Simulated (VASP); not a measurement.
Runs of VASP 6.6.1 on ZnRe. The structure is that of space group P-6m2 (No. 187), or close to it. The cells are those of the table. 

```tsv
task	level	potentials or basis	cell	k mesh	cutoff (eV)	second run	gap on the mesh (eV)	pressure (GPa)	relaxed volume (Å³/atom)
relaxation of cell and atoms	PBE	VASP PAW PBE potentials, release 64 (Re, Zn)	relaxed from a = 2.748, b = 2.748, c = 4.494 Å, angles 90.0, 90.0, 120.0°, 2 atoms	11 × 11 × 6	600	-	none	0.0	(b)
single point	PBE+D3(BJ)	VASP PAW PBE potentials, release 64 (Re_sv_GW, Zn)	a = 2.722, b = 2.722, c = 4.425 Å, angles 90.0, 90.0, 120.0°, 2 atoms	11 × 11 × 6	500	valence_matched	none	-0.9	-
single point	PBE	VASP PAW PBE potentials, release 64 (Re_sv_GW, Zn)	a = 2.748, b = 2.748, c = 4.449 Å, angles 90.0, 90.0, 120.0°, 2 atoms	9 × 9 × 5	500	valence_matched	none	-0.2	-
single point	PBE+D4	VASP PAW PBE potentials, release 64 (Re, Zn)	a = 2.725, b = 2.725, c = 4.422 Å, angles 90.0, 90.0, 120.0°, 2 atoms	11 × 11 × 6	520	-	none	0.1	-
single point	PBE	VASP PAW PBE potentials, release 64 (Re_sv_GW, Zn)	a = 2.748, b = 2.748, c = 4.494 Å, angles 90.0, 90.0, 120.0°, 2 atoms	9 × 9 × 5	500	valence_matched	none	-2.1	-
single point	PBE	VASP PAW PBE potentials, release 64 (Re, Zn)	a = 2.743, b = 2.743, c = 4.478 Å, angles 90.0, 90.0, 120.0°, 2 atoms	11 × 11 × 6	520	-	none	0.1	-
single point	PBE+D4	VASP PAW PBE potentials, release 64 (Re_sv_GW, Zn)	a = 2.725, b = 2.725, c = 4.422 Å, angles 90.0, 90.0, 120.0°, 2 atoms	11 × 11 × 6	500	valence_matched	none	-0.9	-
single point	PBE+D3(BJ)	VASP PAW PBE potentials, release 64 (Re, Zn)	a = 2.722, b = 2.722, c = 4.425 Å, angles 90.0, 90.0, 120.0°, 2 atoms	11 × 11 × 6	520	-	none	0.1	-
single point	PBE	VASP PAW PBE potentials, release 64 (Re_sv_GW, Zn)	a = 2.748, b = 2.748, c = 4.539 Å, angles 90.0, 90.0, 120.0°, 2 atoms	9 × 9 × 5	500	valence_matched	none	(a)	-
relaxation of cell and atoms	PBE+D4	VASP PAW PBE potentials, release 64 (Re, Zn)	relaxed from a = 2.748, b = 2.748, c = 4.494 Å, angles 90.0, 90.0, 120.0°, 2 atoms	11 × 11 × 6	600	-	none	0.0	14.23
single point	PBE	VASP PAW PBE potentials, release 64 (Re, Zn)	a = 2.748, b = 2.748, c = 4.584 Å, angles 90.0, 90.0, 120.0°, 2 atoms	9 × 9 × 5	520	-	none	-4.9	-
single point	PBE	VASP PAW PBE potentials, release 64 (Re, Zn)	a = 2.748, b = 2.748, c = 4.494 Å, angles 90.0, 90.0, 120.0°, 2 atoms	11 × 11 × 6	520	-	none	-1.5	-
```

Alike in all rows: no spin polarisation; smearing fermi-dirac 0.05 eV.

Estimate the missing entries.

(a) -3.9; (b) 14.60.

Caveats: spin-orbit coupling is left out, which moves the levels of the heavy elements; pairwise dispersion overbinds metals, which lowers pressure and volume (some runs).

A k mesh can miss the band edges, and the runs leave out spin-orbit coupling on Re.

A gap of «none» marks levels without a gap at the run's occupations.

The runs don't all hold the same shells in valence.
